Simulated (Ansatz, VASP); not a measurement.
Two plane-wave programs on C

```
C
1.0
     0.00000    1.76580    1.76580
     1.76580    0.00000    1.76580
     1.76580    1.76580    0.00000
C
2
Direct
  0.00000 0.00000 0.00000
  0.25000 0.25000 0.25000
```

Alike in both runs: functional LDA; k mesh 10 × 10 × 10; occupations gaussian, width 0.1 eV; no spin polarisation.

Ansatz relaxed the structure, and its values are those at the end. VASP's run is a single point on that final structure, the one shown.

```csv
,VASP,Ansatz
version,VASP 6.6.1,Ansatz 0.2.0
potentials or method,"VASP PAW LDA potentials, release 64 (C), cutoff 600 eV","scalar-relativistic, plane waves, PAW"
valence electrons in the cell,8,8
```

Ansatz gave:

* gap on the k mesh at the Fermi level (eV): 4.21
* least direct gap on the mesh (eV): 5.62
* pressure (GPa): -0.1

Which values does VASP return?

gap on the k mesh at the Fermi level (eV): 4.20; least direct gap on the mesh (eV): 5.63; pressure (GPa): 0.9.

Ansatz warns that its potentials were made for another functional, while VASP's fit it. LDA's correlation is that of Perdew and Zunger in VASP and of Perdew and Wang (1992) in Ansatz.
